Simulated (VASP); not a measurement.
A run of VASP 6.6.1:

The input INCAR:

```
SYSTEM = YHg
ALGO = Normal ; EDIFF = 1E-8
ENCUT = 520 ; GGA = CA
ISIF = 2 ; ISMEAR = -1
LASPH = .TRUE. ; LCHARG = .FALSE.
LEFG = .TRUE. ; LREAL = .FALSE.
LWAVE = .FALSE. ; NBANDS = 18
NELM = 80 ; PREC = Accurate
SIGMA = 0.05
```

KPOINTS

```
k-points
0
G
  10 10 10
  0 0 0
```

Contents of POSCAR:

```
YHg
1.0
    3.6800000000      0.0000000000      0.0000000000
    0.0000000000      3.6800000000      0.0000000000
    0.0000000000      0.0000000000      3.6800000000
Y Hg
1 1
Direct
    0.5000000000      0.5000000000      0.5000000000
    0.0000000000      0.0000000000      0.0000000000
```

Potentials or basis: VASP PAW LDA potentials, release 64 (Y_sv, Hg).

Command:

```sh
$ cat potpaw_LDA.64/Y_sv/POTCAR potpaw_LDA.64/Hg/POTCAR > POTCAR
$ mpirun -np 1 vasp_std > vasp.out
```

Hardware: 1 thread of Intel(R) Xeon(R) Platinum 8375C CPU @ 2.90GHz (Ice Lake), on a shared host.

**Question.** Estimate the wall time of this run.

**Answer.** Wall time 37 s on 1 thread of Intel(R) Xeon(R) Platinum 8375C CPU @ 2.90GHz (Ice Lake) (shared host), peak memory 0.19 GiB. Counts: scf iterations 14, k points 56.
